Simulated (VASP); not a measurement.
The system is TaN.

```
Ta N
1.0
     2.96522    0.00000    0.00000
     0.00000    2.96522    0.00000
     0.00000    0.00000    3.04496
Ta N
1 1
Direct
  0.00000 0.00000 0.50000
  0.50000 0.50000 0.50000
```

| Quantity | Value |
| --- | --- |
| Program | VASP 6.6.1 |
| Task | relaxation of cell and atoms |
| Functional | PBE |
| Potentials or basis | VASP PAW PBE potentials, release 64 (Ta_pv, N) |
| Cutoff | 600 eV |
| k mesh | 18 × 18 × 18 |
| Occupations | gaussian, width 0.1 eV |
| Spin | no spin polarisation |

At the start: pressure 1.0 GPa; volume 13.39 Å³/atom.

Problem. How do energy, volume and symmetry change on relaxing?

Solution. Over 5 steps the energy falls by 2.2 meV/atom and the volume is 13.57 Å³/atom (+1.4 %); space group P4/mmm (No. 123, to 0.05 Å).

Step by step:
| step | energy change (eV) | largest force (eV/Å) | pressure (GPa) | volume (Å³) |
| --- | --- | --- | --- | --- |
| 1 | 0.0000 | 0.0000 | 0.99 | 26.77 |
| 2 | -0.0042 | 0.0000 | 0.74 | 27.09 |
| 3 | -0.0042 | 0.0000 | 0.73 | 27.08 |
| 4 | -0.0028 | 0.0000 | -2.15 | 27.37 |
| 5 | -0.0044 | 0.0000 | 0.01 | 27.15 |

Final structure:
```xyz
2
Lattice="2.9641 0.0000 0.0000 0.0000 2.9641 0.0000 0.0000 0.0000 3.0901" Properties=species:S:1:pos:R:3 pbc="T T T"
Ta    0.0000    0.0000    1.5450
N     1.4821    1.4821    1.5450
```
